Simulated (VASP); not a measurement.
Input of a VASP 6.6.1 run:

The input INCAR:

```
  PREC = Accurate
  ENCUT = 520
  EDIFF = 1E-6
  ISMEAR = 0
  SIGMA = 0.02
  LREAL = F
  LASPH = T
  NELM = 60
  ALGO = Normal
  ISIF = 2
  LWAVE = F
  LCHARG = T
  GGA = PE
  LELF = T
  LVHAR = T
  NBANDS = 28
```

File KPOINTS:

```
regular mesh
0
Gamma
  8 8 6
```

File POSCAR:

```
BaTiO3
1.0
    3.9854497974      0.0000000000      0.0000000000
    0.0000000000      3.9854497974      0.0000000000
    0.0000000000      0.0000000000      4.1374754050
Ba Ti O
1 1 3
Direct
    0.5000000000      0.5000000000      0.5871413519
    0.0000000000      0.0000000000      0.1045449601
    0.0000000000      0.5000000000      0.0616190250
    0.5000000000      0.0000000000      0.0616190250
    0.0000000000      0.0000000000      0.5450726280
```

Potentials or basis: VASP PAW PBE potentials, release 64 (Ba_sv, Ti_sv, O).

Launch:

```bash
$ cat potpaw_PBE.64/Ba_sv/POTCAR potpaw_PBE.64/Ti_sv/POTCAR potpaw_PBE.64/O/POTCAR > POTCAR
$ mpirun -np 1 vasp_std > vasp.out
```

Q: What does it give for the pressure?

A: 3.0 GPa.

Q: Estimate the band gap on the k mesh.

A: 1.79 eV, indirect (least direct gap 2.30 eV).

Stress tensor (GPa, compression positive):
```
2.86 0.00 0.00
0.00 2.86 0.00
0.00 0.00 3.20
```

Caveat: spin-orbit coupling is left out, which moves the levels of the heavy elements. A k mesh can miss the band edges.
